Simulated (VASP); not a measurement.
Runs of VASP 6.6.1 on CdTe. The structure is that of space group F-43m (No. 216), or close to it. The cells are those of the table. 

| level | cell | gap on the mesh (eV) | pressure (GPa) |
| --- | --- | --- | --- |
| r2SCAN | a = 4.730 Å, angles 60.0°, 2 atoms | 0.97 | (c) |
| PBE | a = 4.728 Å, angles 60.0°, 2 atoms | (b) | -0.9 |
| r2SCAN | a = 4.684 Å, angles 60.0°, 2 atoms | 1.06 | -1.0 |
| r2SCAN | a = 4.639 Å, angles 60.0°, 2 atoms | 1.15 | 0.1 |
| PBE | a = 4.586 Å, angles 60.0°, 2 atoms | (a) | 2.6 |
| PBE | a = 4.639 Å, angles 60.0°, 2 atoms | 0.66 | 1.1 |
| PBE | a = 4.634 Å, angles 60.0°, 2 atoms | 0.67 | 1.2 |
| r2SCAN | a = 4.544 Å, angles 60.0°, 2 atoms | 1.36 | 3.0 |
| r2SCAN | a = 4.592 Å, angles 60.0°, 2 atoms | 1.25 | 1.4 |
| PBE | a = 4.682 Å, angles 60.0°, 2 atoms | 0.58 | 0.1 |
| PBE | a = 4.773 Å, angles 60.0°, 2 atoms | 0.41 | -1.7 |

Alike in all rows: task single point; potentials or basis VASP PAW PBE potentials, release 64 (Cd, Te); no spin polarisation; k mesh 6 × 6 × 6; cutoff (eV) 520; smearing gaussian 0.01 eV.

**Question.** Fill in the values left out.

**Answer.** (a) 0.76; (b) 0.49; (c) -2.0.

Caveats: spin-orbit coupling is left out, which moves the levels of the heavy elements; the PAW data sets were made with another functional, which shifts forces and pressure a little (some runs).

A k mesh can miss the band edges, and the runs leave out spin-orbit coupling on Cd, Te.
